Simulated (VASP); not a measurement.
# CaSi47 (a cell with a defect) (Silicon) in VASP: electric field gradients with PBE

Aim: the electric field gradients of CaSi47 (a cell with a defect) (Silicon) with PBE.

Everything below comes from runs of VASP 6.6.1. Logs are shortened: lines on timing, memory, paths and dates and some standing lists are left out, and cuts for length are marked.

## (1) The cell of the first run

The cell holds a defect, 48 atoms: a = 7.332 Å, b = 9.776 Å, c = 8.304 Å, α = 90.00°, β = 90.00°, γ = 120.00°.

## (2) Electric field gradients, PBE

Contents of INCAR:

```
SYSTEM = CaSi47
PREC = Accurate ; ENCUT = 520
EDIFF = 1E-8 ; ISMEAR = -1
SIGMA = 0.01 ; LREAL = Auto
LASPH = .TRUE. ; NELM = 100
ALGO = Normal ; ISIF = 2
LWAVE = .FALSE. ; LCHARG = .FALSE.
GGA = PE ; LEFG = .TRUE.
NELECT = 200.0 ; NBANDS = 129
```

Contents of KPOINTS:

```
regular mesh
0
G
  3 2 2
  0 0 0
```

Contents of POSCAR:

```
CaSi47
1.0
    7.3320000000      0.0000000000      0.0000000000
   -4.8880000000      8.4662643472      0.0000000000
    0.0000000000      0.0000000000      8.3040000000
Ca Si
1 47
Direct
    0.1111111111      0.1666666667      0.1250000000
    0.1111111111      0.1666666667      0.6250000000
    0.1111111111      0.4166666667      0.1250000000
    0.1111111111      0.4166666667      0.6250000000
    0.1111111111      0.6666666667      0.1250000000
    0.1111111111      0.6666666667      0.6250000000
    0.1111111111      0.9166666667      0.1250000000
    0.1111111111      0.9166666667      0.6250000000
    0.4444444444      0.1666666667      0.1250000000
    0.4444444444      0.1666666667      0.6250000000
    0.4444444444      0.4166666667      0.1250000000
    0.4444444444      0.4166666667      0.6250000000
    0.4444444444      0.6666666667      0.1250000000
    0.4444444444      0.6666666667      0.6250000000
    0.4444444444      0.9166666667      0.1250000000
    0.4444444444      0.9166666667      0.6250000000
    0.7777777778      0.1666666667      0.1250000000
    0.7777777778      0.1666666667      0.6250000000
    0.7777777778      0.4166666667      0.1250000000
    0.7777777778      0.4166666667      0.6250000000
    0.7777777778      0.6666666667      0.1250000000
    0.7777777778      0.6666666667      0.6250000000
    0.7777777778      0.9166666667      0.1250000000
    0.7777777778      0.9166666667      0.6250000000
    0.2222222222      0.0833333333      0.3750000000
    0.2222222222      0.0833333333      0.8750000000
    0.2222222222      0.3333333333      0.3750000000
    0.2222222222      0.3333333333      0.8750000000
    0.2222222222      0.5833333333      0.3750000000
    0.2222222222      0.5833333333      0.8750000000
    0.2222222222      0.8333333333      0.3750000000
    0.2222222222      0.8333333333      0.8750000000
    0.5555555556      0.0833333333      0.3750000000
    0.5555555556      0.0833333333      0.8750000000
    0.5555555556      0.3333333333      0.3750000000
    0.5555555556      0.3333333333      0.8750000000
    0.5555555556      0.5833333333      0.3750000000
    0.5555555556      0.5833333333      0.8750000000
    0.5555555556      0.8333333333      0.3750000000
    0.5555555556      0.8333333333      0.8750000000
    0.8888888889      0.0833333333      0.3750000000
    0.8888888889      0.0833333333      0.8750000000
    0.8888888889      0.3333333333      0.3750000000
    0.8888888889      0.3333333333      0.8750000000
    0.8888888889      0.5833333333      0.3750000000
    0.8888888889      0.5833333333      0.8750000000
    0.8888888889      0.8333333333      0.3750000000
    0.8888888889      0.8333333333      0.8750000000
```

Potentials or basis: VASP PAW PBE potentials, release 64 (Ca_sv, Si).

The run is started by

```sh
$ cat potpaw_PBE.64/Ca_sv/POTCAR potpaw_PBE.64/Si/POTCAR > POTCAR
$ mpirun -np 1 vasp_std > vasp.out
```

OUTCAR:

```text
SYSTEM = CaSi47
   PREC = Accurate
   ENCUT = 520
   EDIFF = 1E-8
   ISMEAR = -1
   LREAL = Auto
   LASPH = .TRUE.
   NELM = 100
   ISIF = 2
   GGA = PE
   NELECT = 200.0

 ion  position               nearest neighbor table
   1  0.111  0.167  0.125-   9 2.44  17 2.44  11 2.44  23 2.44   3 2.44   7 2.44  27 2.51  28 2.51
                            41 2.51  42 2.51  25 2.51  26 2.51
   2  0.111  0.167  0.625-  10 2.44  18 2.44  12 2.44  24 2.44   4 2.44   8 2.44  27 2.51  28 2.51
                            41 2.51  42 2.51  25 2.51  26 2.51
   3  0.111  0.417  0.125-  11 2.44  19 2.44  13 2.44  17 2.44   1 2.44   5 2.44  29 2.51  30 2.51
                            43 2.51  44 2.51  27 2.51  28 2.51
   4  0.111  0.417  0.625-  12 2.44  20 2.44  14 2.44  18 2.44   2 2.44   6 2.44  29 2.51  30 2.51
                            43 2.51  44 2.51  27 2.51  28 2.51
   5  0.111  0.667  0.125-  13 2.44  21 2.44  15 2.44  19 2.44   3 2.44   7 2.44  31 2.51  32 2.51
                            45 2.51  46 2.51  29 2.51  30 2.51
   6  0.111  0.667  0.625-  14 2.44  22 2.44  16 2.44  20 2.44   4 2.44   8 2.44  31 2.51  32 2.51
                            45 2.51  46 2.51  29 2.51  30 2.51
   7  0.111  0.917  0.125-  15 2.44  23 2.44   9 2.44  21 2.44   1 2.44   5 2.44  25 2.51  26 2.51
                            47 2.51  48 2.51  31 2.51  32 2.51
   8  0.111  0.917  0.625-  16 2.44  24 2.44  10 2.44  22 2.44   2 2.44   6 2.44  25 2.51  26 2.51
                            47 2.51  48 2.51  31 2.51  32 2.51
   9  0.444  0.167  0.125-   1 2.44   7 2.44  11 2.44  15 2.44  19 2.44  17 2.44  35 2.51  36 2.51
[... 65 lines left out ...]
  42  0.889  0.083  0.875-  34 2.44  26 2.44  40 2.44  28 2.44  44 2.44  48 2.44  23 2.51  24 2.51
                             1 2.51   2 2.51  17 2.51  18 2.51
  43  0.889  0.333  0.375-  35 2.44  27 2.44  33 2.44  29 2.44  41 2.44  45 2.44  17 2.51  18 2.51
                             3 2.51   4 2.51  19 2.51  20 2.51
  44  0.889  0.333  0.875-  36 2.44  28 2.44  34 2.44  30 2.44  42 2.44  46 2.44  17 2.51  18 2.51
                             3 2.51   4 2.51  19 2.51  20 2.51
  45  0.889  0.583  0.375-  37 2.44  29 2.44  35 2.44  31 2.44  43 2.44  47 2.44  19 2.51  20 2.51
                             5 2.51   6 2.51  21 2.51  22 2.51
  46  0.889  0.583  0.875-  38 2.44  30 2.44  36 2.44  32 2.44  44 2.44  48 2.44  19 2.51  20 2.51
                             5 2.51   6 2.51  21 2.51  22 2.51
  47  0.889  0.833  0.375-  39 2.44  31 2.44  37 2.44  25 2.44  41 2.44  45 2.44  21 2.51  22 2.51
                             7 2.51   8 2.51  23 2.51  24 2.51
  48  0.889  0.833  0.875-  40 2.44  32 2.44  38 2.44  26 2.44  42 2.44  46 2.44  21 2.51  22 2.51
                             7 2.51   8 2.51  23 2.51  24 2.51

  LATTYP: Found a simple monoclinic cell.
 ALAT       =     7.3320000000
 B/A-ratio  =     1.1325695581
 C/A-ratio  =     1.2018504251
 COS(beta)  =    -0.2773500981

  Lattice vectors:

 A1 = (   7.3320000000,   0.0000000000,   0.0000000000)
 A2 = (   0.0000000000,   0.0000000000,   8.3040000000)
 A3 = (  -2.4440000000,  -8.4662643472,   0.0000000000)

Analysis of symmetry for initial positions (statically):
=====================================================================
 Subroutine PRICEL returns:
 Original cell was already a primitive cell.

 Routine SETGRP: Setting up the symmetry group for a
 simple monoclinic supercell.

 Subroutine GETGRP returns: Found  2 space group operations
 (whereof  1 operations were pure point group operations)
 out of a pool of  4 trial point group operations.

The static configuration has the point symmetry C_1 .
 The point group associated with its full space group is C_1h.

Analysis of symmetry for dynamics (positions and initial velocities):
=====================================================================
 Subroutine PRICEL returns:
 Original cell was already a primitive cell.

 Routine SETGRP: Setting up the symmetry group for a
 simple monoclinic supercell.

 Subroutine GETGRP returns: Found  2 space group operations
 (whereof  1 operations were pure point group operations)
 out of a pool of  4 trial point group operations.

The dynamic configuration has the point symmetry C_1 .
 The point group associated with its full space group is C_1h.

 Subroutine INISYM returns: Found  2 space group operations
 (whereof  1 operations are pure point group operations),
 and found     1 'primitive' translations

----------------------------------------------------------------------------------------

[... 183 lines left out ...]
   EFERMI_NEDOS =   21; number of points for ismear=-14 and -15
   IALGO  =     38    algorithm
   IMIX   =      4    mixing-type and parameters
     AMIX     =   0.40;   BMIX     =  1.00
     AMIX_MAG =   1.60;   BMIX_MAG =  1.00
  volume/ion in A,a.u.               =      10.74        72.47
  Fermi-wavevector in a.u.,A,eV,Ry     =   1.194037  2.256402 19.398143  1.425723
  Thomas-Fermi vector in A             =   2.330036
   LORBIT       =      0    0 simple, 1 ext, 2 COOP (PROOUT), +10 PAW based schemes
   GGA     = PE    functional components
   LHFCALC =     F    Hartree Fock is set to
   AEXX    =    0.0000 exact exchange contribution
   IVDW    =     0    specifies the selected vdW correction
   LEPSILON=     F    determine dielectric tensor
   LRPA    =     F    only Hartree local field effects (RPA)
 non-spin polarized calculation
  energy-cutoff  :      520.00
  volume of cell :      515.47
 maximum number of plane-waves:     13919
 NGX is ok and might be reduce to    54
   NGX = 27   NGY = 37   NGZ = 31

 number of electron     199.9999989 magnetization

 Free energy of the ion-electron system (eV)
  ---------------------------------------------------
  ext. energy  EPLUGINS =         0.00000000
  ---------------------------------------------------
  free energy    TOTEN  =      -180.17965339 eV

  energy without entropy =     -180.17247231  energy(sigma->0) =     -180.17606285

 E-fermi :  14.6214     XC(G=0): -12.5000

 val. band max:       14.6163642525   @ k =   0.3333  -0.0000   0.0000
 cond. band min:      14.6310411306   @ k =   0.3333  -0.0000   0.0000
 fundamental gap:      0.0146768782
 Fermi energy:        14.6214057981

 k-point     1 :       0.0000    0.0000    0.0000
  band No.  band energies     occupation
      1     -24.3532      2.00000
      2      -6.2775      2.00000
      3      -6.2546      2.00000
      4      -6.2202      2.00000
      5      -2.9340      2.00000
      6      -1.0053      2.00000
[... 909 lines left out ...]
    111      15.8831      0.00000
    112      16.1339      0.00000
 [bands above 112 left out]

------------------------ aborting loop because EDIFF is reached ----------------------------------------

  FORCE on cell =-STRESS in cart. coord.  units (eV):
  Direction    XX          YY          ZZ          XY          YZ          ZX
  --------------------------------------------------------------------------------------
  -------------------------------------------------------------------------------------
  Total      219.8148853    209.3877403    183.7959075      3.9515946      0.0000000      0.0000000
  in kB      683.2286342    650.8189818    571.2744460     12.2823463      0.0000000      0.0000000
  external PRESSURE =     635.1073540 kB  Pullay stress =       0.0000000 kB

 VOLUME and BASIS-vectors are now :
 -----------------------------------------------------------------------------
  energy-cutoff  :      520.00
  volume of cell :      515.47
      direct lattice vectors                 reciprocal lattice vectors
     7.332000000  0.000000000  0.000000000     0.136388434  0.078743899  0.000000000
    -4.888000000  8.466264347  0.000000000     0.000000000  0.118115849  0.000000000
     0.000000000  0.000000000  8.304000000     0.000000000  0.000000000  0.120423892

 POSITION                                       TOTAL-FORCE (eV/Angst)
 -----------------------------------------------------------------------------------
     -0.00000      1.41104      1.03800         0.206563      0.047442      0.000000
     -0.00000      1.41104      5.19000         0.005156      0.053484      0.000000
     -1.22200      3.52761      1.03800        -0.733975      1.196727      0.000000
     -1.22200      3.52761      5.19000        -0.186258     -0.026245      0.000000
     -2.44400      5.64418      1.03800        -0.058376     -0.015175      0.000000
     -2.44400      5.64418      5.19000        -0.166139     -0.058709      0.000000
[... 40 lines left out ...]
      2.44400      7.05522      3.11400         0.065779     -0.140725      0.051209
      2.44400      7.05522      7.26600         0.065779     -0.140725     -0.051209
 -----------------------------------------------------------------------------------
    total drift:                               -0.002883      0.001251      0.000000

  FREE ENERGIE OF THE ION-ELECTRON SYSTEM (eV)
  ---------------------------------------------------
  free  energy   TOTEN  =      -180.1796533865 eV

  energy  without entropy=     -180.1724723053  energy(sigma->0) =     -180.17606285

 Electric field gradients (V/A^2)
---------------------------------------------------------------------
 ion       V_xx      V_yy      V_zz      V_xy      V_xz      V_yz
---------------------------------------------------------------------
   1      -8.736    -0.840     9.576    -1.798    -0.000    -0.000
   2       4.891    -0.681    -4.210    -1.339    -0.000    -0.000
   3       4.002   -17.091    13.089    11.141    -0.000    -0.000
   4      -1.785    -5.693     7.478    -0.262    -0.000    -0.000
   5      -2.236    -3.206     5.442    -4.686    -0.000     0.000
   6      -1.308    -3.526     4.834     1.434    -0.000     0.000
[... 40 lines left out ...]
  47      -6.150     1.997     4.152     0.406    -0.294    -2.713
  48      -6.150     1.997     4.152     0.406     0.294     2.713
---------------------------------------------------------------------

 Electric field gradients after diagonalization (V/A^2)
 (convention: |V_zz| > |V_xx| > |V_yy|)
----------------------------------------------------------------------
 ion       V_xx      V_yy      V_zz     asymmetry (V_yy - V_xx)/ V_zz
----------------------------------------------------------------------
   1      -9.126    -0.450     9.576       0.906
   2      -4.210    -0.986     5.196       0.621
   3      13.089     8.797   -21.886       0.196
   4      -5.711    -1.767     7.478       0.527
   5       5.442     1.990    -7.432       0.464
   6      -4.230    -0.604     4.834       0.750
[... 40 lines left out ...]
  47       6.013     0.160    -6.173       0.948
  48       6.013     0.160    -6.173       0.948
----------------------------------------------------------------------

           NMR quadrupolar parameters

 Cq : quadrupolar parameter    Cq=e*Q*V_zz/h
 eta: asymmetry parameters     (V_yy - V_xx)/ V_zz
 Q  : nuclear electric quadrupole moment in mb (millibarn)
----------------------------------------------------------------------
 ion       Cq(MHz)       eta       Q (mb)
----------------------------------------------------------------------
   1       0.023       0.906       1.000
   2       0.013       0.621       1.000
   3      -0.053       0.196       1.000
   4       0.018       0.527       1.000
   5      -0.018       0.464       1.000
   6       0.012       0.750       1.000
[... 40 lines left out ...]
  47      -0.015       0.948       1.000
  48      -0.015       0.948       1.000
----------------------------------------------------------------------
```

Run time: 13 min. Hardware: 1 thread of AMD EPYC 9R45 (Zen 5), shared host; peak memory 0.75 GiB.

What came out:

| Quantity | Value |
| --- | --- |
| Free energy | -180.1797 eV |
| Largest force | 1.404 eV/Å |

Forces on the atoms (eV/Å):
```
Ca   0.207  0.047  0.000
Si   0.005  0.053  0.000
Si  -0.734  1.197  0.000
Si  -0.186 -0.026  0.000
Si  -0.058 -0.015  0.000
Si  -0.166 -0.059  0.000
Si   0.613 -1.219  0.000
Si   0.063  0.042  0.000
Si   1.082 -0.091  0.000
Si  -0.029  0.073  0.000
Si   0.453  1.123  0.000
Si   0.130 -0.039  0.000
Si  -0.098 -0.210  0.000
Si   0.105  0.023  0.000
Si  -0.167  0.131  0.000
Si  -0.017  0.120  0.000
Si  -1.237  0.088  0.000
Si  -0.115  0.159  0.000
Si   0.122 -0.067  0.000
Si   0.002 -0.083  0.000
Si   0.101  0.261  0.000
Si  -0.040  0.112  0.000
Si  -0.603 -1.123  0.000
Si  -0.047  0.075  0.000
Si   0.659 -0.347  0.814
Si   0.659 -0.347 -0.814
Si   0.092  0.681  0.824
Si   0.092  0.681 -0.824
Si  -0.032 -0.139 -0.003
Si  -0.032 -0.139  0.003
Si  -0.068  0.050 -0.023
Si  -0.068  0.050  0.023
Si  -0.001  0.073 -0.001
Si  -0.001  0.073  0.001
Si   0.035 -0.007  0.082
Si   0.035 -0.007 -0.082
Si  -0.006 -0.114  0.045
Si  -0.006 -0.114 -0.045
Si   0.080  0.025 -0.068
Si   0.080  0.025  0.068
Si  -0.570 -0.416  0.945
Si  -0.570 -0.416 -0.945
Si  -0.034  0.097  0.019
Si  -0.034  0.097 -0.019
Si   0.088 -0.050  0.110
Si   0.088 -0.050 -0.110
Si   0.066 -0.141  0.051
Si   0.066 -0.141 -0.051
```

Electric field gradients, principal values (V/Å²):
```
 atom   least   middle  greatest (by size)
 1 Ca  -0.450   -9.126               9.576
 2 Si  -0.986   -4.210               5.196
 3 Si   8.797   13.089             -21.886
 4 Si  -1.767   -5.711               7.478
 5 Si   1.990    5.442              -7.432
 6 Si  -0.604   -4.230               4.834
 7 Si  10.609   13.955             -24.564
 8 Si  -1.013   -6.871               7.885
 9 Si   5.288   14.792             -20.080
10 Si   1.313    3.917              -5.229
11 Si   6.517   13.099             -19.616
12 Si  -1.018   -4.463               5.481
13 Si   0.075    7.072              -7.147
14 Si   0.488    5.755              -6.243
15 Si  -0.638  -11.712              12.350
16 Si  -1.110   -6.949               8.059
17 Si   5.230   13.460             -18.690
18 Si  -0.070   -4.765               4.835
19 Si  -1.361  -10.400              11.761
20 Si   1.281    6.909              -8.190
21 Si  -0.018   -6.834               6.851
22 Si   0.176    6.091              -6.267
23 Si   7.921   11.836             -19.757
24 Si   0.691    4.956              -5.648
25 Si   5.083   10.399             -15.483
26 Si   5.083   10.399             -15.483
27 Si   7.081    9.863             -16.945
28 Si   7.081    9.863             -16.945
29 Si  -0.073   -6.398               6.470
30 Si  -0.073   -6.398               6.470
31 Si   0.764    6.081              -6.845
32 Si   0.764    6.081              -6.845
33 Si  -2.006   -4.890               6.896
34 Si  -2.006   -4.890               6.896
35 Si  -1.501   -4.928               6.430
36 Si  -1.501   -4.928               6.430
37 Si   0.296    5.770              -6.065
38 Si   0.296    5.770              -6.065
39 Si  -1.337   -3.560               4.897
40 Si  -1.337   -3.560               4.897
41 Si   3.790   13.815             -17.605
42 Si   3.790   13.815             -17.605
43 Si  -1.305   -4.318               5.623
44 Si  -1.305   -4.318               5.623
45 Si  -0.004   -5.571               5.576
46 Si  -0.004   -5.571               5.576
47 Si   0.160    6.013              -6.173
48 Si   0.160    6.013              -6.173
```

Caveat: the k points lie up to 0.38 Å⁻¹ apart; the cell carries a net charge on a neutralising background, which shifts energy and pressure; the cell is charged against a uniform background, so pressure and absolute levels hang on convention; without QUAD_EFG the Cq values of the log hold for a quadrupole moment of 1 mb, not for the nuclei.
